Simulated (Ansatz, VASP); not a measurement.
InAs: VASP beside Ansatz

The input INCAR:

```
PREC = Accurate
ENCUT = 520
EDIFF = 1E-7
ISMEAR = 0
SIGMA = 0.1
LREAL = False
LASPH = True
NELM = 100
ALGO = Normal
ISIF = 2
LWAVE = False
LCHARG = True
GGA = PS
LELF = True
LVHAR = True
NBANDS = 26
```

KPOINTS

```
Automatic mesh
0
Gamma
  12 12 10
```

File POSCAR:

```
InAs
1.0
    3.0435760268      3.0435760268      0.0000000000
   -3.0435760268      3.0435760268      0.0000000000
    0.0000000000      0.0000000000      6.0871520536
In As
2 2
Direct
    0.5000000000      0.0000000000      0.2500000000
    0.0000000000      0.5000000000      0.7500000000
    0.0000000000      0.0000000000      0.0000000000
    0.5000000000      0.5000000000      0.5000000000
```

Input for Ansatz:

```yaml
crystal:
  lattice:
    - [3.0435760279, 3.0435760279, 0.0]
    - [-3.0435760279, 3.0435760279, 0.0]
    - [0.0, 0.0, 6.0871520558]
  atoms:
    - { symbol: In, position: [0.5, 0.0, 0.25] }
    - { symbol: In, position: [0.0, 0.5, 0.75] }
    - { symbol: As, position: [0.0, 0.0, 0.0] }
    - { symbol: As, position: [0.5, 0.5, 0.5] }
basis:
  ecutwfc: 420
kpoints:
  mp_grid: { grid: [12, 12, 10] }
hamiltonian:
  xc: pbesol
scf:
  occupations: { method: gaussian, width: 0.1 }
output:
  forces: true
  stress: true
  eigenvalues: true
  write_density: true
  write_potential: true
  elf: true
  volumetric_format: npy
```

Alike in both runs: task single point; functional PBEsol; k mesh 12 × 12 × 10; occupations gaussian, width 0.1 eV; no spin polarisation.

|  | VASP | Ansatz |
| --- | --- | --- |
| version | VASP 6.6.1 | Ansatz 0.2.0 |
| potentials or method | VASP PAW PBE potentials, release 64 (In_d, As), cutoff 520 eV | scalar-relativistic, plane waves, PAW |
| valence electrons in the cell | 36 | 56 |

Ansatz gave:

- gap on the k mesh at the Fermi level (eV): none
- pressure (GPa): 0.0

Task: What did VASP give for the same quantities?

Result: gap on the k mesh at the Fermi level (eV): none; pressure (GPa): 0.1.

VASP's potentials were made for PBE, not for PBEsol. A gap of «none» marks a metal or a gap that the smearing closes. VASP's potentials hold 36 valence electrons a cell and Ansatz's 56, so a difference there can come from the potentials and not from the codes.
